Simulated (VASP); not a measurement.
Here is a VASP 6.6.1 calculation.

File INCAR:

```
SYSTEM = ZnSe
PREC = Accurate ; ENCUT = 520
EDIFF = 1E-6 ; ISMEAR = 0
SIGMA = 0.05 ; LREAL = .False.
LASPH = .True. ; NELM = 60
ALGO = Normal ; ISIF = 2
LWAVE = .False. ; LCHARG = .False.
NBANDS = 16
```

File KPOINTS:

```
regular mesh
0
Gamma
  10 10 10
  0 0 0
```

The input POSCAR:

```
ZnSe
1.0
    0.0000000000      3.0181278285      2.6732753131
    2.6732753131      0.0000000000      2.6732753131
    2.6732753131      3.0181278285      0.0000000000
Zn Se
1 1
Direct
    0.0000000000      0.0000000000      0.0000000000
    0.7500000000      0.7500000000      0.7500000000
```

Potentials or basis: VASP PAW LDA potentials, release 64 (Zn, Se).

Launch:

```sh
$ cat potpaw_LDA.64/Zn/POTCAR potpaw_LDA.64/Se/POTCAR > POTCAR
$ mpirun -np 1 vasp_std > vasp.out
```

Problem. What does it give for the band gap on the k mesh?

Solution. 1.03 eV.

Problem. Predict the pressure.

Solution. 0.1 GPa.

Stress tensor (GPa, compression positive):
```
 2.01  0.00  0.00
 0.00 -3.80  0.00
 0.00  0.00  2.01
```

Caveat: the stress differs along the axes, from -4 to 2 GPa. A hybrid or GW would open this gap; LDA tends to underestimate it.
